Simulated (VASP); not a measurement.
A run of VASP 6.6.1 is set up as follows.

File POSCAR:

```
Ga
1.0
    2.3058543979     -3.9056269163      0.0000000000
    2.3058543979      3.9056269163      0.0000000000
    0.0000000000      0.0000000000      4.6127284086
Ga
4
Direct
    0.3451000000      0.6549000000      0.4190000000
    0.1549000000      0.8451000000      0.9190000000
    0.6549000000      0.3451000000      0.5810000000
    0.8451000000      0.1549000000      0.0810000000
```

INCAR.step1

```
PREC = Accurate ; ENCUT = 520
ISMEAR = -1 ; SIGMA = 0.05
LREAL = F ; LASPH = T
NELM = 100 ; NBANDS = 34
GGA = PE ; ALGO = Normal
EDIFF = 1E-4 ; LWAVE = T
LCHARG = F
```

The input INCAR.step2:

```
PREC = Accurate ; ENCUT = 520
EDIFF = 1E-6 ; ISMEAR = -1
SIGMA = 0.05 ; LREAL = F
LASPH = T ; NELM = 100
ALGO = Normal ; ISIF = 2
LWAVE = F ; LCHARG = F
METAGGA = R2SCAN ; LMIXTAU = T
NBANDS = 34 ; ISTART = 1
```

File KPOINTS:

```
Automatic mesh
0
Gamma
  7 7 6
```

Potentials or basis: VASP PAW PBE potentials, release 64 (Ga_d).

The run is started by

```bash
$ cat potpaw_PBE.64/Ga_d/POTCAR > POTCAR
$ cp INCAR.step1 INCAR
$ mpirun -np 1 vasp_std > vasp.out
$ cp INCAR.step2 INCAR
$ mpirun -np 1 vasp_std > vasp.out
```

Problem. Predict the band gap on the k mesh.

Solution. Zero (band 26 reaches 4.77 eV, above the bottom of band 27 at 3.59 eV).

Problem. Predict the pressure.

Solution. -4.0 GPa.

Problem. Estimate the largest force.

Solution. 0.129 eV/Å.

Forces on the atoms (eV/Å):
```
Ga   0.000  0.122 -0.042
Ga   0.000 -0.122 -0.042
Ga   0.000 -0.122  0.042
Ga   0.000  0.122  0.042
```

Caveat: the PAW data sets were made with another functional, which shifts forces and pressure a little.
